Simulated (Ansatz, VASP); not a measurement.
HfSi4 in VASP and in Ansatz

```
Hf Si
1.0
     4.70309    0.00000    0.00000
     0.00000    4.70309    0.00000
     0.00000    0.00000    3.83489
Hf Si
1 4
Direct
  0.50000 0.50000 0.89856
  0.82509 0.50000 0.21329
  0.17491 0.50000 0.21329
  0.50000 0.82509 0.21329
  0.50000 0.17491 0.21329
```

Alike in both runs: task relaxation of cell and atoms; functional PBE; k mesh 4 × 4 × 4; occupations gaussian, width 0.1 eV; no spin polarisation.

|  | VASP | Ansatz |
| --- | --- | --- |
| version | VASP 6.6.1 | Ansatz 0.2.0 |
| potentials or method | VASP PAW PBE potentials, release 64 (Hf_pv, Si), cutoff 600 eV | scalar-relativistic, plane waves, PAW |
| valence electrons in the cell | 26 | 42 |

|  | VASP | Ansatz | Ansatz less VASP |
| --- | --- | --- | --- |
| gap on the k mesh at the Fermi level, each at its own relaxed structure (eV) | none | none | - |
| relaxed volume (Å³/atom) | 28.92 | 28.77 | -0.142 |
| relaxed length of the cell vector where the two differ most in proportion (Å) | 5.782 | 5.767 | -0.0146 |

A gap of «none» marks a metal or a gap that the smearing closes. VASP's potentials hold 26 valence electrons a cell and Ansatz's 42, so a difference there can come from the potentials and not from the codes.

The k mesh is coarse, so the values compare programs but aren't converged. Spin-orbit coupling is off throughout. Noted on VASP's run: the volume moved by over 15 % at a fixed basis, so the end points are rough.
